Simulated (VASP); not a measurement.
A run of VASP 6.6.1 is set up as follows.

File POSCAR:

```
WS2
1.0
    0.0000000000      3.5268158686      3.5268158686
    3.5268158686      0.0000000000      3.5268158686
    3.5268158686      3.5268158686      0.0000000000
W S
2 4
Direct
    0.0000000000      0.0000000000      0.0000000000
    0.2500000000      0.2500000000      0.2500000000
    0.6250000000      0.6250000000      0.6250000000
    0.1250000000      0.6250000000      0.6250000000
    0.6250000000      0.6250000000      0.1250000000
    0.6250000000      0.1250000000      0.6250000000
```

File INCAR.step1:

```
PREC     = Accurate       # precision mode
ENCUT    = 520            # plane-wave cutoff, eV
ISMEAR   = 0              # smearing method
SIGMA    = 0.1            # smearing width, eV
LREAL    = False          # projectors in reciprocal space
LASPH    = True           # aspherical terms in the spheres
NELM     = 60             # most SCF steps
NBANDS   = 35             # bands
GGA      = PE             # functional
ALGO     = Normal         # electronic algorithm
EDIFF    = 1E-4           # SCF threshold, eV
LWAVE    = True           # write WAVECAR
LCHARG   = False          # write CHGCAR
```

Contents of INCAR.step2:

```
PREC     = Accurate       # precision mode
ENCUT    = 520            # plane-wave cutoff, eV
EDIFF    = 1E-6           # SCF threshold, eV
ISMEAR   = 0              # smearing method
SIGMA    = 0.1            # smearing width, eV
LREAL    = False          # projectors in reciprocal space
LASPH    = True           # aspherical terms in the spheres
NELM     = 60             # most SCF steps
ALGO     = Normal         # electronic algorithm
ISIF     = 2              # what is computed and relaxed
LWAVE    = False          # write WAVECAR
LCHARG   = True           # write CHGCAR
METAGGA  = R2SCAN         # meta-GGA
LMIXTAU  = True         
LELF     = True           # ELF
LVHAR    = True         
NBANDS   = 35             # bands
ISTART   = 1
```

KPOINTS

```
regular mesh
0
Gamma
  4 4 4
```

Potentials or basis: VASP PAW PBE potentials, release 64 (W_sv, S).

Run with:

```bash
$ cat potpaw_PBE.64/W_sv/POTCAR potpaw_PBE.64/S/POTCAR > POTCAR
$ cp INCAR.step1 INCAR
$ mpirun -np 1 vasp_std > vasp.out
$ cp INCAR.step2 INCAR
$ mpirun -np 1 vasp_std > vasp.out
```

(1) Estimate the band gap on the k mesh.

(2) Predict the pressure.

Results:

(1) zero (band 26 reaches 12.02 eV, above the bottom of band 27 at 10.27 eV).

(2) 0.1 GPa.

Caveat: the k points lie up to 0.39 Å⁻¹ apart; the PAW data sets were made with another functional, which shifts forces and pressure a little; spin-orbit coupling is left out, which moves the levels of the heavy elements.
